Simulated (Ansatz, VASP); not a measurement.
**SnO2: VASP beside Ansatz**

INCAR

```
SYSTEM = SnO2
PREC = Accurate
ENCUT = 520
EDIFF = 1E-6
ISMEAR = -1
SIGMA = 0.08
LREAL = .FALSE.
LASPH = .TRUE.
NELM = 100
ALGO = Normal
ISIF = 2
LWAVE = .FALSE.
LCHARG = .FALSE.
GGA = PE
NBANDS = 35
```

File KPOINTS:

```
regular mesh
0
G
  7 7 10
  0 0 0
```

The input POSCAR:

```
SnO2
1.0
    4.8273347381      0.0000000000      0.0000000000
    0.0000000000      4.8273347381      0.0000000000
    0.0000000000      0.0000000000      3.2380205637
Sn O
2 4
Direct
    0.0000000000      0.0000000000      0.0000000000
    0.5000000000      0.5000000000      0.5000000000
    0.3065752829      0.3065752829      0.0000000000
    0.6934247171      0.6934247171      0.0000000000
    0.8065752829      0.1934247171      0.5000000000
    0.1934247171      0.8065752829      0.5000000000
```

Input for Ansatz:

```yaml
crystal:
  lattice:
    - [4.8273347381, 0.0, 0.0]
    - [0.0, 4.8273347381, 0.0]
    - [0.0, 0.0, 3.2380205637]
  atoms:
    - { symbol: Sn, position: [0.0, 0.0, 0.0] }
    - { symbol: Sn, position: [0.5, 0.5, 0.5] }
    - { symbol: O, position: [0.3065752829, 0.3065752829, 0.0] }
    - { symbol: O, position: [0.6934247171, 0.6934247171, 0.0] }
    - { symbol: O, position: [0.8065752829, 0.1934247171, 0.5] }
    - { symbol: O, position: [0.1934247171, 0.8065752829, 0.5] }
kpoints:
  mp_grid: { grid: [7, 7, 10] }
scf:
  occupations: { method: fermi_dirac, width: 0.08 }
hamiltonian:
  xc: pbe
  pseudopotentials: { kind: all_electron, lapw: { basis_error: 0.0005 } }
output:
  forces: true
  stress: true
  eigenvalues: true
  populations: true
```

Alike in both runs: task single point; functional PBE; k mesh 7 × 7 × 10; occupations fermi-dirac, width 0.08 eV; no spin polarisation.

|  | VASP | Ansatz |
| --- | --- | --- |
| version | VASP 6.6.1 | Ansatz 0.2.0 |
| potentials or method | VASP PAW PBE potentials, release 64 (Sn_d, O), cutoff 520 eV | all-electron LAPW, scalar-relativistic |

```csv
,VASP,Ansatz,Ansatz less VASP
pressure (GPa),0.6,0.0,-0.63
"traceless stress, the component that is largest in VASP (GPa)",0.20,0.00,-0.206
rms of the force components (eV/Å),0.008,0.001,-0.0068
```

Atom by atom the forces differ by 0.009 eV/Å (rms over components). Ansatz ran all-electron here, and VASP with PAW potentials.
